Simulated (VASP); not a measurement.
Runs of VASP 6.6.1 on ZnS. The structure is that of space group F-43m (No. 216), or close to it. The cells are those of the table. 

```tsv
cell	gap on the mesh (eV)	pressure (GPa)
a = 3.796, b = 3.854, c = 3.825 Å, angles 59.3, 60.7, 60.0°, 2 atoms	2.61	-0.8
a = 3.815, b = 3.835, c = 3.825 Å, angles 59.8, 60.2, 60.0°, 2 atoms	2.64	-0.8
a = 3.863, b = 3.787, c = 3.826 Å, angles 61.0, 59.0, 60.0°, 2 atoms	(a)	-0.9
a = 3.806, b = 3.844, c = 3.825 Å, angles 59.5, 60.5, 60.0°, 2 atoms	2.63	-0.9
```

Alike in all rows: task single point; level r2SCAN; potentials or basis VASP PAW PBE potentials, release 64 (Zn, S); no spin polarisation; k mesh 8 × 8 × 8; cutoff (eV) 520; smearing gaussian 0.05 eV.

Problem. Estimate the missing entries.

Solution. (a) 2.59.

Caveats: the PAW data sets were made with another functional, which shifts forces and pressure a little.

